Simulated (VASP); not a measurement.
# CuNi3 (I4/mmm) in VASP: single point with PBEsol

Aim: the single point of CuNi3 with PBEsol.

Program: VASP 6.6.1. These are calculated values, not measurements. Logs are shortened: lines on timing, memory, paths and dates and some standing lists are left out, and cuts for length are marked.

### 1 The cell of the first run

It takes space group I4/mmm (No. 139, tetragonal). Conventional cell: a = 3.441 Å, b = 3.441 Å, c = 6.797 Å, α = 90.00°, β = 90.00°, γ = 90.00°. Within 3.2 Å of Cu (site symmetry 4/mmm) lie 12 Ni at 2.42 to 2.43 Å. Within 3.2 Å of Ni (site symmetry 4/mmm) lie 8 Ni at 2.42 Å and 4 Cu at 2.43 Å. Within 3.2 Å of Ni (site symmetry -4m2) lie 4 Cu at 2.42 Å and 8 Ni at 2.42 to 2.43 Å.

### 2 Single point, PBEsol, collinear spin, ferromagnetic start (10.06 Å³/atom)

Contents of INCAR:

```
SYSTEM = CuNi3
ALGO     = Fast           ! electronic algorithm
EDIFF    = 1E-6           ! SCF threshold, eV
ENCUT    = 520            ! plane-wave cutoff, eV
GGA      = PS             ! functional
ISIF     = 2              ! what is computed and relaxed
ISMEAR   = -1             ! smearing method
ISPIN    = 2              ! spin polarisation
LASPH    = .TRUE.         ! aspherical terms in the spheres
LCHARG   = .FALSE.        ! write CHGCAR
LMAXMIX  = 4              ! l up to which the mixer works
LORBIT   = 11             ! projections on sites
LREAL    = .FALSE.        ! projectors in reciprocal space
LWAVE    = .FALSE.        ! write WAVECAR
MAGMOM   = 0.6 1 1 1      ! initial moments
NBANDS   = 32             ! bands
NELM     = 150            ! most SCF steps
PREC     = Accurate       ! precision mode
SIGMA    = 0.05           ! smearing width, eV
```

Contents of KPOINTS:

```
k-points
0
G
  11 11 11
  0 0 0
```

Contents of POSCAR:

```
CuNi3
1.0
   -1.7203607224      1.7203607224      3.3983591358
    1.7203607224     -1.7203607224      3.3983591358
    1.7203607224      1.7203607224     -3.3983591358
Cu Ni
1 3
Direct
    0.0000000000      0.0000000000      0.0000000000
    0.5000000000      0.5000000000      0.0000000000
    0.2500000000      0.7500000000      0.5000000000
    0.7500000000      0.2500000000      0.5000000000
```

Potentials or basis: VASP PAW PBE potentials, release 64 (Cu, Ni).

Run with:

```bash
> cat potpaw_PBE.64/Cu/POTCAR potpaw_PBE.64/Ni/POTCAR > POTCAR
> mpirun -np 1 vasp_std > vasp.out
```

OUTCAR:

```text
SYSTEM = CuNi3
   EDIFF = 1E-6
   ENCUT = 520
   GGA = PS
   ISIF = 2
   ISMEAR = -1
   ISPIN = 2
   LASPH = .TRUE.
   LORBIT = 11
   LREAL = .FALSE.
   NELM = 150
   PREC = Accurate

 ion  position               nearest neighbor table
   1  0.000  0.000  0.000-   4 2.42   3 2.42   3 2.42   4 2.42   3 2.42   4 2.42   4 2.42   3 2.42
                             2 2.43   2 2.43   2 2.43   2 2.43
   2  0.500  0.500  0.000-   3 2.42   4 2.42   3 2.42   4 2.42   3 2.42   4 2.42   3 2.42   4 2.42
                             1 2.43   1 2.43   1 2.43   1 2.43
   3  0.250  0.750  0.500-   1 2.42   2 2.42   1 2.42   2 2.42   1 2.42   2 2.42   1 2.42   2 2.42
                             4 2.43   4 2.43   4 2.43   4 2.43
   4  0.750  0.250  0.500-   2 2.42   1 2.42   1 2.42   2 2.42   1 2.42   2 2.42   2 2.42   1 2.42
                             3 2.43   3 2.43   3 2.43   3 2.43

  LATTYP: Found a body centered tetragonal cell.
 ALAT       =     3.4407214448
 C/A-ratio  =     1.9753759148

  Lattice vectors:

 A1 = (  -1.7203607224,   1.7203607224,   3.3983591358)
 A2 = (   1.7203607224,  -1.7203607224,   3.3983591358)
 A3 = (   1.7203607224,   1.7203607224,  -3.3983591358)

Analysis of symmetry for initial positions (statically):
=====================================================================
 Subroutine PRICEL returns:
 Original cell was already a primitive cell.

 Routine SETGRP: Setting up the symmetry group for a
 body centered tetragonal supercell.

 Subroutine GETGRP returns: Found 16 space group operations
 (whereof 16 operations were pure point group operations)
 out of a pool of 16 trial point group operations.

The static configuration has the point symmetry D_4h.

Analysis of symmetry for dynamics (positions and initial velocities):
=====================================================================
 Subroutine PRICEL returns:
 Original cell was already a primitive cell.

 Routine SETGRP: Setting up the symmetry group for a
 body centered tetragonal supercell.

 Subroutine GETGRP returns: Found 16 space group operations
 (whereof 16 operations were pure point group operations)
 out of a pool of 16 trial point group operations.

The dynamic configuration has the point symmetry D_4h.

Analysis of structural, dynamic, and magnetic symmetry:
=====================================================================
 Subroutine PRICEL returns:
 Original cell was already a primitive cell.

 Routine SETGRP: Setting up the symmetry group for a
 body centered tetragonal supercell.

 Subroutine GETGRP returns: Found 16 space group operations
 (whereof 16 operations were pure point group operations)
 out of a pool of 16 trial point group operations.

The overall configuration has the point symmetry D_4h.

 Subroutine INISYM returns: Found 16 space group operations
 (whereof 16 operations are pure point group operations),
 and found     1 'primitive' translations

----------------------------------------------------------------------------------------

                                     Primitive cell

  volume of cell :      40.2317

  direct lattice vectors                    reciprocal lattice vectors
    -1.720360722  1.720360722  3.398359136     0.000000000  0.290636721  0.147129829
     1.720360722 -1.720360722  3.398359136     0.290636721  0.000000000  0.147129829
     1.720360722  1.720360722 -3.398359136     0.290636721  0.290636721  0.000000000

  length of vectors
     4.179488826  4.179488826  4.179488826     0.325755876  0.325755876  0.411022393

  position of ions in fractional coordinates (direct lattice)
     0.000000000  0.000000000  0.000000000
     0.500000000  0.500000000  0.000000000
     0.250000000  0.750000000  0.500000000
     0.750000000  0.250000000  0.500000000

  ion indices of the primitive-cell ions
   primitive index   ion index
                 1           1
                 2           2
                 3           3
                 4           4

----------------------------------------------------------------------------------------

 KPOINTS: k-points

Automatic generation of k-mesh.
 Grid dimensions read from file:
 generate k-points for:   11   11   11

 Generating k-lattice:

  Cartesian coordinates                     Fractional coordinates (reciprocal lattice)
     0.000000000  0.026421520  0.013375439     0.090909091  0.000000000  0.000000000
     0.026421520  0.000000000  0.013375439     0.000000000  0.090909091  0.000000000
     0.026421520  0.026421520  0.000000000     0.000000000  0.000000000  0.090909091

  Length of vectors
     0.029614171  0.029614171  0.037365672

  Shift w.r.t. Gamma in fractional coordinates (k-lattice)
     0.000000000  0.000000000  0.000000000

 Subroutine IBZKPT returns following result:
 ===========================================

 Found    126 irreducible k-points:

 Following reciprocal coordinates:
            Coordinates               Weight
  0.000000  0.000000  0.000000      1.000000
  0.090909 -0.000000  0.000000      8.000000
  0.181818  0.000000  0.000000      8.000000
  0.272727  0.000000 -0.000000      8.000000
  0.363636 -0.000000  0.000000      8.000000
  0.454545  0.000000 -0.000000      8.000000
[... 16 lines left out ...]
 -0.272727  0.181818  0.000000     16.000000
 -0.181818  0.181818  0.000000      4.000000
 [... further k-points ...]
   k-points           NKPTS =    126   k-points in BZ     NKDIM =    126   number of bands    NBANDS=     32
   number of dos      NEDOS =    301   number of ions     NIONS =      4
   total plane-waves  NPLWV =  32768
   dimension x,y,z NGX =    32 NGY =   32 NGZ =   32
   dimension x,y,z NGXF=    64 NGYF=   64 NGZF=   64
   ions per type =               1   3
   NGX,Y,Z   is equivalent  to a cutoff of  12.73, 12.73, 12.73 a.u.
   NGXF,Y,Z  is equivalent  to a cutoff of  25.46, 25.46, 25.46 a.u.
 SYSTEM =  CuNi3
   PREC   = accura    normal or accurate (medium, high low for compatibility)
   ISTART =      0    job   : 0-new  1-cont  2-samecut
   ICHARG =      2    charge: 1-file 2-atom 10-const
   ISPIN  =      2    spin polarized calculation?
   LNONCOLLINEAR =      F non collinear calculations
   LSORBIT =      F    spin-orbit coupling
   LASPH  =      T    aspherical Exc in radial PAW
   ENCUT  =  520.0 eV  38.22 Ry    6.18 a.u.   7.77  7.77  7.77*2*pi/ulx,y,z
   NELM   =    150;   NELMIN=  2; NELMDL= -5     # of ELM steps
   EDIFF  = 0.1E-05   stopping-criterion for ELM
   LREAL  =      F    real-space projection
[... 7 lines left out ...]
   TEBEG  =    0.0;   TEEND  =   0.0 temperature during run
   PSTRESS=    0.0 pullay stress
   NELECT =      41.0000    total number of electrons
   NUPDOWN=      -1.0000    fix difference up-down
   EMIN   =  10.00;   EMAX   =-10.00  energy-range for DOS
   EFERMI =   0.00;   METHOD = LEGACY
   ISMEAR =    -1;   SIGMA  =   0.05  broadening in eV -4-tet -1-fermi 0-gaus
   EFERMI_NEDOS =   21; number of points for ismear=-14 and -15
   IALGO  =     68    algorithm
   IMIX   =      4    mixing-type and parameters
     AMIX     =   0.40;   BMIX     =  1.00
     AMIX_MAG =   1.60;   BMIX_MAG =  1.00
  volume/ion in A,a.u.               =      10.06        67.87
  Fermi-wavevector in a.u.,A,eV,Ry     =   1.647454  3.113237 36.927645  2.714105
  Thomas-Fermi vector in A             =   2.736910
   LORBIT       =     11    0 simple, 1 ext, 2 COOP (PROOUT), +10 PAW based schemes
   GGA     = PS    functional components
   LHFCALC =     F    Hartree Fock is set to
   AEXX    =    0.0000 exact exchange contribution
   IVDW    =     0    specifies the selected vdW correction
   LEPSILON=     F    determine dielectric tensor
   LRPA    =     F    only Hartree local field effects (RPA)
 spin polarized calculation
 RMM-DIIS sequential band-by-band and
  energy-cutoff  :      520.00
  volume of cell :       40.23
 maximum number of plane-waves:      1099
   NGX = 15   NGY = 15   NGZ = 15

 number of electron      40.9999999 magnetization       1.4253722

 Free energy of the ion-electron system (eV)
  ---------------------------------------------------
  ext. energy  EPLUGINS =         0.00000000
  ---------------------------------------------------
  free energy    TOTEN  =       -22.54275278 eV

  energy without entropy =      -22.50315988  energy(sigma->0) =      -22.52295633

 E-fermi :   9.9917     XC(G=0): -13.8949

 val. band max:        9.9910121130   @ k =  -0.3636  -0.4545   0.1818
 cond. band min:       9.9940223764   @ k =  -0.3636  -0.4545   0.0909
 fundamental gap:      0.0030102634
 Fermi energy:         9.9916844878

 spin component 1

 k-point     1 :       0.0000    0.0000    0.0000
  band No.  band energies     occupation
      1       0.2539      1.00000
      2       4.8271      1.00000
      3       5.3804      1.00000
      4       5.6025      1.00000
      5       6.0190      1.00000
      6       6.3275      1.00000
[... 829 lines left out ...]
     31      25.0094      0.00000
     32      25.5797      0.00000

 [... further k-points ...]

 spin component 2

 k-point     1 :       0.0000    0.0000    0.0000
  band No.  band energies     occupation
      1       0.2464      1.00000
      2       4.9915      1.00000
      3       5.6220      1.00000
      4       5.7294      1.00000
      5       6.2833      1.00000
      6       6.4493      1.00000
[... 829 lines left out ...]
     31      25.0472      0.00000
     32      25.6908      0.00000

 [... further k-points ...]

------------------------ aborting loop because EDIFF is reached ----------------------------------------

  FORCE on cell =-STRESS in cart. coord.  units (eV):
  Direction    XX          YY          ZZ          XY          YZ          ZX
  --------------------------------------------------------------------------------------
  -------------------------------------------------------------------------------------
  Total        3.0462546      3.0462546      3.2573795      0.0000000      0.0000000      0.0000000
  in kB      121.3133193    121.3133193    129.7211060      0.0000000      0.0000000      0.0000000
  external PRESSURE =     124.1159148 kB  Pullay stress =       0.0000000 kB

 VOLUME and BASIS-vectors are now :
 -----------------------------------------------------------------------------
  energy-cutoff  :      520.00
  volume of cell :       40.23
      direct lattice vectors                 reciprocal lattice vectors
    -1.720360722  1.720360722  3.398359136     0.000000000  0.290636721  0.147129829
     1.720360722 -1.720360722  3.398359136     0.290636721  0.000000000  0.147129829
     1.720360722  1.720360722 -3.398359136     0.290636721  0.290636721  0.000000000

 POSITION                                       TOTAL-FORCE (eV/Angst)
 -----------------------------------------------------------------------------------
      0.00000      0.00000      0.00000         0.000000     -0.000000      0.000000
      0.00000      0.00000      3.39836         0.000000     -0.000000      0.000000
      1.72036     -0.00000      1.69918        -0.000000      0.000000     -0.000000
     -0.00000      1.72036      1.69918        -0.000000     -0.000000      0.000000
 -----------------------------------------------------------------------------------
    total drift:                               -0.000000     -0.000000     -0.000000

  FREE ENERGIE OF THE ION-ELECTRON SYSTEM (eV)
  ---------------------------------------------------
  free  energy   TOTEN  =       -22.5427527795 eV

  energy  without entropy=      -22.5031598828  energy(sigma->0) =      -22.52295633

 total charge

# of ion       s       p       d       tot
------------------------------------------
    1        0.521   0.531   9.164  10.217
    2        0.526   0.568   8.373   9.467
    3        0.528   0.560   8.387   9.475
    4        0.528   0.560   8.387   9.475
--------------------------------------------------
tot          2.104   2.219  34.311  38.633

 magnetization (x)

# of ion       s       p       d       tot
------------------------------------------
    1       -0.006  -0.016   0.031   0.009
    2       -0.002  -0.017   0.510   0.491
    3       -0.004  -0.014   0.487   0.469
    4       -0.004  -0.014   0.487   0.469
--------------------------------------------------
tot         -0.016  -0.060   1.515   1.438
```

Wall time 10 min (1 thread of Oxide Virtual Turin-like, shared host); peak memory 0.34 GiB.

What came out:

```yaml
Free_energy: -22.5428 eV
Pressure: 12.4 GPa
Net_moment: 1.43 μB per cell
Site_moments: Cu +0.01; Ni +0.49, +0.47 (each value once) μB
Valence_electrons_inside_the_program's_atomic_spheres: Cu 10.22; Ni 9.47
```

Caveat: the cell stands under pressure; the PAW data sets were made with another functional, which shifts forces and pressure a little.
